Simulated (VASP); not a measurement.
# Al (Fm-3m) in VASP: further runs

The runs below take Al through single point, with PBE.

All numbers are computed with VASP 6.6.1; they aren't measurements. Logs are shortened: lines on timing, memory, paths and dates and some standing lists are left out, and cuts for length are marked.

## (1) The cell of the first run

It takes space group Fm-3m (No. 225, cubic). The conventional cell has a = 4.050 Å, b = 4.050 Å, c = 4.050 Å, α = 90.00°, β = 90.00°, γ = 90.00°. Al (site symmetry m-3m) has 12 Al at 2.86 Å within 3.8 Å.

## (2) Single point, PBE

Contents of INCAR:

```
SYSTEM = Al
PREC = Accurate
ENCUT = 500
EDIFF = 1E-6
ISMEAR = 0
SIGMA = 0.05
LREAL = .False.
LASPH = .True.
NELM = 120
ALGO = Normal
ISIF = 2
LWAVE = .False.
LCHARG = .False.
GGA = PE
NBANDS = 8
GGA_COMPAT = .False.
```

Contents of KPOINTS:

```
regular mesh
0
Gamma
  18 18 18
  0 0 0
```

Contents of POSCAR:

```
Al
1.0
    0.0000000000      2.0250000000      2.0250000000
    2.0250000000      0.0000000000      2.0250000000
    2.0250000000      2.0250000000      0.0000000000
Al
1
Direct
    0.0000000000      0.0000000000      0.0000000000
```

Potentials or basis: VASP PAW PBE potentials, release 64 (Al).

Command:

```
cat potpaw_PBE.64/Al/POTCAR > POTCAR
mpirun -np 1 vasp_std > vasp.out
```

OUTCAR:

```text
SYSTEM = Al
   PREC = Accurate
   ENCUT = 500
   EDIFF = 1E-6
   ISMEAR = 0
   LREAL = .False.
   LASPH = .True.
   NELM = 120
   ISIF = 2
   GGA = PE

 ion  position               nearest neighbor table
   1  0.000  0.000  0.000-

  LATTYP: Found a face centered cubic cell.
 ALAT       =     4.0500000000

  Lattice vectors:

 A1 = (   0.0000000000,   2.0250000000,   2.0250000000)
 A2 = (   2.0250000000,   0.0000000000,   2.0250000000)
 A3 = (   2.0250000000,   2.0250000000,   0.0000000000)

Analysis of symmetry for initial positions (statically):
=====================================================================
 Subroutine PRICEL returns:
 Original cell was already a primitive cell.

 Routine SETGRP: Setting up the symmetry group for a
 face centered cubic supercell.

 Subroutine GETGRP returns: Found 48 space group operations
 (whereof 48 operations were pure point group operations)
 out of a pool of 48 trial point group operations.

The static configuration has the point symmetry O_h .

Analysis of symmetry for dynamics (positions and initial velocities):
=====================================================================
 Subroutine PRICEL returns:
 Original cell was already a primitive cell.

 Routine SETGRP: Setting up the symmetry group for a
 face centered cubic supercell.

 Subroutine GETGRP returns: Found 48 space group operations
 (whereof 48 operations were pure point group operations)
 out of a pool of 48 trial point group operations.

The dynamic configuration has the point symmetry O_h .

 Subroutine INISYM returns: Found 48 space group operations
 (whereof 48 operations are pure point group operations),
 and found     1 'primitive' translations

----------------------------------------------------------------------------------------

                                     Primitive cell

  volume of cell :      16.6075

  direct lattice vectors                    reciprocal lattice vectors
     0.000000000  2.025000000  2.025000000    -0.246913580  0.246913580  0.246913580
     2.025000000  0.000000000  2.025000000     0.246913580 -0.246913580  0.246913580
     2.025000000  2.025000000  0.000000000     0.246913580  0.246913580 -0.246913580

  length of vectors
     2.863782464  2.863782464  2.863782464     0.427666866  0.427666866  0.427666866

  position of ions in fractional coordinates (direct lattice)
     0.000000000  0.000000000  0.000000000

  ion indices of the primitive-cell ions
   primitive index   ion index
                 1           1

----------------------------------------------------------------------------------------

 KPOINTS: regular mesh

Automatic generation of k-mesh.
 Grid dimensions read from file:
 generate k-points for:   18   18   18

 Generating k-lattice:

  Cartesian coordinates                     Fractional coordinates (reciprocal lattice)
    -0.013717421  0.013717421  0.013717421     0.055555556  0.000000000  0.000000000
     0.013717421 -0.013717421  0.013717421     0.000000000  0.055555556  0.000000000
     0.013717421  0.013717421 -0.013717421     0.000000000  0.000000000  0.055555556

  Length of vectors
     0.023759270  0.023759270  0.023759270

  Shift w.r.t. Gamma in fractional coordinates (k-lattice)
     0.000000000  0.000000000  0.000000000

 Subroutine IBZKPT returns following result:
 ===========================================

 Found    195 irreducible k-points:

 Following reciprocal coordinates:
            Coordinates               Weight
  0.000000  0.000000  0.000000      1.000000
  0.055556  0.000000  0.000000      8.000000
  0.111111  0.000000  0.000000      8.000000
  0.166667  0.000000  0.000000      8.000000
  0.222222  0.000000  0.000000      8.000000
  0.277778  0.000000  0.000000      8.000000
[... 16 lines left out ...]
 -0.277778  0.055556  0.000000     24.000000
 -0.222222  0.055556  0.000000     24.000000
 [... further k-points ...]
   k-points           NKPTS =    195   k-points in BZ     NKDIM =    195   number of bands    NBANDS=      8
   number of dos      NEDOS =    301   number of ions     NIONS =      1
   total plane-waves  NPLWV =  13824
   dimension x,y,z NGX =    24 NGY =   24 NGZ =   24
   dimension x,y,z NGXF=    48 NGYF=   48 NGZF=   48
   ions per type =               1
   NGX,Y,Z   is equivalent  to a cutoff of  13.93, 13.93, 13.93 a.u.
   NGXF,Y,Z  is equivalent  to a cutoff of  27.86, 27.86, 27.86 a.u.
 SYSTEM =  Al
   PREC   = accura    normal or accurate (medium, high low for compatibility)
   ISTART =      0    job   : 0-new  1-cont  2-samecut
   ICHARG =      2    charge: 1-file 2-atom 10-const
   ISPIN  =      1    spin polarized calculation?
   LNONCOLLINEAR =      F non collinear calculations
   LSORBIT =      F    spin-orbit coupling
   LASPH  =      T    aspherical Exc in radial PAW
   ENCUT  =  500.0 eV  36.75 Ry    6.06 a.u.   5.22  5.22  5.22*2*pi/ulx,y,z
   NELM   =    120;   NELMIN=  2; NELMDL= -5     # of ELM steps
   EDIFF  = 0.1E-05   stopping-criterion for ELM
   LREAL  =      F    real-space projection
   EDIFFG = 0.1E-04   stopping-criterion for IOM
   NSW    =      0    number of steps for IOM
   IBRION =     -1    ionic relax: 0-MD 1-quasi-New 2-CG
   NFREE  =      0    steps in history (QN), initial steepest desc. (CG)
   ISIF   =      2    stress and relaxation
   ISYM   =      2    0-nonsym 1-usesym 2-fastsym
   POTIM  = 0.5000    time-step for ionic-motion
   TEBEG  =    0.0;   TEEND  =   0.0 temperature during run
   PSTRESS=    0.0 pullay stress
   NELECT =       3.0000    total number of electrons
   NUPDOWN=      -1.0000    fix difference up-down
   EMIN   =  10.00;   EMAX   =-10.00  energy-range for DOS
   EFERMI =   0.00;   METHOD = LEGACY
   ISMEAR =     0;   SIGMA  =   0.05  broadening in eV -4-tet -1-fermi 0-gaus
   EFERMI_NEDOS =   21; number of points for ismear=-14 and -15
   IALGO  =     38    algorithm
   IMIX   =      4    mixing-type and parameters
     AMIX     =   0.40;   BMIX     =  1.00
     AMIX_MAG =   1.60;   BMIX_MAG =  1.00
  volume/ion in A,a.u.               =      16.61       112.07
  Fermi-wavevector in a.u.,A,eV,Ry     =   0.925437  1.748822 11.652489  0.856434
  Thomas-Fermi vector in A             =   2.051291
   LORBIT       =      0    0 simple, 1 ext, 2 COOP (PROOUT), +10 PAW based schemes
   GGA     = PE    functional components
   LHFCALC =     F    Hartree Fock is set to
   AEXX    =    0.0000 exact exchange contribution
   IVDW    =     0    specifies the selected vdW correction
   LEPSILON=     F    determine dielectric tensor
   LRPA    =     F    only Hartree local field effects (RPA)
 non-spin polarized calculation
 Gauss-broadening in eV      SIGMA  =   0.05
  energy-cutoff  :      500.00
  volume of cell :       16.61
 maximum number of plane-waves:       444
 NGX is ok and might be reduce to    24
   NGX = 11   NGY = 11   NGZ = 11

 number of electron       3.0000000 magnetization

 Free energy of the ion-electron system (eV)
  ---------------------------------------------------
  ext. energy  EPLUGINS =         0.00000000
  ---------------------------------------------------
  free energy    TOTEN  =        -3.74309292 eV

  energy without entropy =       -3.74203283  energy(sigma->0) =       -3.74256287

 E-fermi :   7.9217     XC(G=0): -10.1730

 val. band max:        7.9200623396   @ k =  -0.2778   0.2778   0.0556
 cond. band min:       7.9302361614   @ k =  -0.2778   0.5000   0.2222
 fundamental gap:      0.0101738219
 Fermi energy:         7.9216883748

 k-point     1 :       0.0000    0.0000    0.0000
  band No.  band energies     occupation
      1      -3.1569      2.00000
      2      20.5160      0.00000
      3      20.5160      0.00000
      4      20.5160      0.00000
      5      21.9590      0.00000
      6      21.9590      0.00000
      7      21.9590      0.00000
      8      24.3515      0.00000

 k-point     2 :       0.0556    0.0000    0.0000
  band No.  band energies     occupation
      1      -3.0734      2.00000
      2      18.9944      0.00000
      3      20.1977      0.00000
      4      20.1977      0.00000
      5      22.4071      0.00000
      6      22.4071      0.00000
      7      22.5450      0.00000
      8      25.2278      0.00000

 k-point     3 :       0.1111    0.0000    0.0000
  band No.  band energies     occupation
      1      -2.8230      2.00000
      2      16.7785      0.00000
      3      19.6823      0.00000
      4      19.6823      0.00000
      5      22.6145      0.00000
      6      23.2808      0.00000
      7      23.2808      0.00000
      8      25.7885      0.00000

 k-point     4 :       0.1667    0.0000    0.0000
  band No.  band energies     occupation
      1      -2.4067      2.00000
      2      14.5495      0.00000
      3      19.2357      0.00000
      4      19.2357      0.00000
      5      22.4556      0.00000
      6      23.8837      0.00000
      7      23.8837      0.00000
      8      25.1473      0.00000

 k-point     5 :       0.2222    0.0000    0.0000
  band No.  band energies     occupation
      1      -1.8260      2.00000
      2      12.3964      0.00000
      3      18.9081      0.00000
      4      18.9081      0.00000
      5      22.2874      0.00000
      6      23.1264      0.00000
      7      23.1264      0.00000
      8      26.0709      0.00000
[... 177 lines left out ...]
 k-point    22 :      -0.3333    0.0556    0.0000
  band No.  band energies     occupation
      1       0.2294      2.00000
      2       7.8802      1.75895
      3      16.9979      0.00000
      4      19.7769      0.00000
      5      19.9916      0.00000
      6      21.3403      0.00000
      7      22.8626      0.00000
      8      25.7379      0.00000

 k-point    23 :      -0.2778    0.0556    0.0000
  band No.  band energies     occupation
      1      -0.7262      2.00000
      2       9.7581      0.00000
      3      17.0153      0.00000
      4      19.8713      0.00000
      5      20.7763      0.00000
      6      22.2021      0.00000
      7      22.8141      0.00000
      8      26.5248      0.00000

 k-point    24 :      -0.2222    0.0556    0.0000
  band No.  band energies     occupation
      1      -1.5227      2.00000
      2      11.7590      0.00000
      3      17.1768      0.00000
      4      20.0166      0.00000
      5      21.7573      0.00000
      6      22.8016      0.00000
      7      23.2462      0.00000
      8      25.4433      0.00000

 [... further k-points ...]
[... 5 lines left out ...]
  --------------------------------------------------------------------------------------
  -------------------------------------------------------------------------------------
  Total       -0.0485674     -0.0485674     -0.0485674     -0.0000000     -0.0000000      0.0000000
  in kB       -4.6854390     -4.6854390     -4.6854390     -0.0000000     -0.0000000      0.0000000
  external PRESSURE =      -4.6854390 kB  Pullay stress =       0.0000000 kB

 VOLUME and BASIS-vectors are now :
 -----------------------------------------------------------------------------
  energy-cutoff  :      500.00
  volume of cell :       16.61
      direct lattice vectors                 reciprocal lattice vectors
     0.000000000  2.025000000  2.025000000    -0.246913580  0.246913580  0.246913580
     2.025000000  0.000000000  2.025000000     0.246913580 -0.246913580  0.246913580
     2.025000000  2.025000000  0.000000000     0.246913580  0.246913580 -0.246913580

 POSITION                                       TOTAL-FORCE (eV/Angst)
 -----------------------------------------------------------------------------------
      0.00000      0.00000      0.00000         0.000000      0.000000      0.000000
 -----------------------------------------------------------------------------------
    total drift:                                0.000000     -0.000000      0.000000

  FREE ENERGIE OF THE ION-ELECTRON SYSTEM (eV)
  ---------------------------------------------------
  free  energy   TOTEN  =        -3.7430929238 eV

  energy  without entropy=       -3.7420328252  energy(sigma->0) =       -3.74256287
```

It took 34 s on 1 thread of Intel Xeon 8259CL, shared host; peak memory 0.14 GiB.

What came out:

- Free energy: -3.7431 eV
- Pressure: -0.5 GPa
- Band gap on the k mesh: zero (an odd number of electrons rules out a gap without spin polarisation)

Levels at points of the mesh, in eV from the Fermi level:
```tsv
k point	band 1	band 2	band 3	band 4
(0.00, 0.00, 0.00)	-11.08	12.59	12.59	12.59
(0.50, 0.00, 0.00)	-4.56	-4.36	11.35	11.35
(0.50, 0.50, 0.00)	-2.90	-1.59	5.27	5.58
```

## (3) Single point, PBE (16.51 Å³/atom)

This run uses another cell than the first one, of 16.51 Å³/atom.

Contents of INCAR:

```
ALGO = Normal
EDIFF = 1E-6
ENCUT = 500
GGA = PE
GGA_COMPAT = False
ISIF = 2
ISMEAR = 0
LASPH = True
LCHARG = True
LELF = True
LREAL = False
LVHAR = True
LWAVE = False
NBANDS = 8
NELM = 120
PREC = Accurate
SIGMA = 0.05
```

Contents of KPOINTS:

```
k-points
0
Gamma
  18 18 18
```

Contents of POSCAR:

```
Al
1.0
    0.0000000000      2.0209373882      2.0209373882
    2.0209373882      0.0000000000      2.0209373882
    2.0209373882      2.0209373882      0.0000000000
Al
1
Direct
    0.0000000000      0.0000000000      0.0000000000
```

Potentials or basis: VASP PAW PBE potentials, release 64 (Al).

Command:

```
cat potpaw_PBE.64/Al/POTCAR > POTCAR
mpirun -np 1 vasp_std > vasp.out
```

OUTCAR:

```text
EDIFF = 1E-6
   ENCUT = 500
   GGA = PE
   ISIF = 2
   ISMEAR = 0
   LASPH = True
   LREAL = False
   NELM = 120
   PREC = Accurate

 ion  position               nearest neighbor table
   1  0.000  0.000  0.000-

  LATTYP: Found a face centered cubic cell.
 ALAT       =     4.0418747764

  Lattice vectors:

 A1 = (   0.0000000000,   2.0209373882,   2.0209373882)
 A2 = (   2.0209373882,   0.0000000000,   2.0209373882)
 A3 = (   2.0209373882,   2.0209373882,   0.0000000000)

Analysis of symmetry for initial positions (statically):
[... 434 lines left out ...]
      1      -1.4951      2.00000
      2      11.8351      0.00000
      3      17.2772      0.00000
      4      20.1279      0.00000
      5      21.8731      0.00000
      6      22.9232      0.00000
      7      23.3704      0.00000
      8      25.5723      0.00000

 [... further k-points ...]
[... 5 lines left out ...]
  --------------------------------------------------------------------------------------
  -------------------------------------------------------------------------------------
  Total       -0.0028860     -0.0028860     -0.0028860     -0.0000000     -0.0000000     -0.0000000
  in kB       -0.2801023     -0.2801023     -0.2801023     -0.0000000     -0.0000000     -0.0000000
  external PRESSURE =      -0.2801023 kB  Pullay stress =       0.0000000 kB

 VOLUME and BASIS-vectors are now :
 -----------------------------------------------------------------------------
  energy-cutoff  :      500.00
  volume of cell :       16.51
      direct lattice vectors                 reciprocal lattice vectors
     0.000000000  2.020937388  2.020937388    -0.247409941  0.247409941  0.247409941
     2.020937388  0.000000000  2.020937388     0.247409941 -0.247409941  0.247409941
     2.020937388  2.020937388  0.000000000     0.247409941  0.247409941 -0.247409941

 POSITION                                       TOTAL-FORCE (eV/Angst)
 -----------------------------------------------------------------------------------
      0.00000      0.00000      0.00000         0.000000      0.000000      0.000000
 -----------------------------------------------------------------------------------
    total drift:                               -0.000000      0.000000      0.000000

  FREE ENERGIE OF THE ION-ELECTRON SYSTEM (eV)
  ---------------------------------------------------
  free  energy   TOTEN  =        -3.7432440842 eV

  energy  without entropy=       -3.7421406238  energy(sigma->0) =       -3.74269235
```

stdout:

```text
POSCAR found type information on POSCAR Al
 POSCAR found :  1 types and       1 ions
 scaLAPACK will be used
 LDA part: xc-table for (Slater+PW92), standard interpolation
 POSCAR, INCAR and KPOINTS ok, starting setup
 FFT: planning ... GRIDC
 FFT: planning ... GRID_SOFT
 FFT: planning ... GRID
 WAVECAR not read
 entering main loop
```

Wall time 35 s (1 thread of Intel Xeon 8259CL, shared host); peak memory 0.14 GiB.

Results:

* Free energy: -3.7432 eV
* Pressure: 0.0 GPa
* Band gap on the k mesh: zero (an odd number of electrons rules out a gap without spin polarisation)
